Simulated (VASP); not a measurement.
Input of a VASP 6.6.1 run:

POSCAR

```
Sm
1.0
    3.6440014800      0.0000000000      0.0000000000
   -1.8220007400      3.1557978600      0.0000000000
    0.0000000000      0.0000000000      5.8760000000
Sm
2
Direct
    0.3333333300      0.6666666700      0.2500000000
    0.6666666700      0.3333333300      0.7500000000
```

INCAR.step1

```
PREC     = Accurate       # precision mode
ENCUT    = 800            # plane-wave cutoff, eV
ISMEAR   = -1             # smearing method
SIGMA    = 0.1            # smearing width, eV
LREAL    = F              # projectors in reciprocal space
LASPH    = T              # aspherical terms in the spheres
NELM     = 200            # most SCF steps
ISPIN    = 2              # spin polarisation
MAGMOM   = 5 5            # initial moments
LMAXMIX  = 6              # l up to which the mixer works
NBANDS   = 27             # bands
GGA      = PE             # functional
ALGO     = Normal         # electronic algorithm
EDIFF    = 1E-5           # SCF threshold, eV
LWAVE    = T              # write WAVECAR
LCHARG   = F              # write CHGCAR
GGA_COMPAT= F
```

The input INCAR.step2:

```
PREC     = Accurate       # precision mode
ENCUT    = 800            # plane-wave cutoff, eV
EDIFF    = 1E-6           # SCF threshold, eV
ISMEAR   = -1             # smearing method
SIGMA    = 0.1            # smearing width, eV
LREAL    = F              # projectors in reciprocal space
LASPH    = T              # aspherical terms in the spheres
NELM     = 200            # most SCF steps
ALGO     = Normal         # electronic algorithm
ISIF     = 2              # what is computed and relaxed
LWAVE    = F              # write WAVECAR
LCHARG   = F              # write CHGCAR
ISPIN    = 2              # spin polarisation
MAGMOM   = 5 5            # initial moments
LORBIT   = 11             # projections on sites
LMAXMIX  = 6              # l up to which the mixer works
METAGGA  = R2SCAN         # meta-GGA
LMIXTAU  = T            
NBANDS   = 27             # bands
ISTART   = 1            
GGA_COMPAT= F
```

File KPOINTS:

```
regular mesh
0
Gamma
  9 9 5
```

Potentials or basis: VASP PAW PBE potentials, release 64 (Sm).

Launch:

```console
$ cat potpaw_PBE.64/Sm/POTCAR > POTCAR
$ cp INCAR.step1 INCAR
$ mpirun -np 1 vasp_std > vasp.out
$ cp INCAR.step2 INCAR
$ mpirun -np 1 vasp_std > vasp.out
```

(1) What does it give for the site moments?

(2) Predict the pressure.

Results:

(1) Sm +5.59 μB.

(2) 3.1 GPa.

Caveat: the magnetic or orbital state may not be the lowest; the cell stands under pressure; the PAW data sets were made with another functional, which shifts forces and pressure a little.
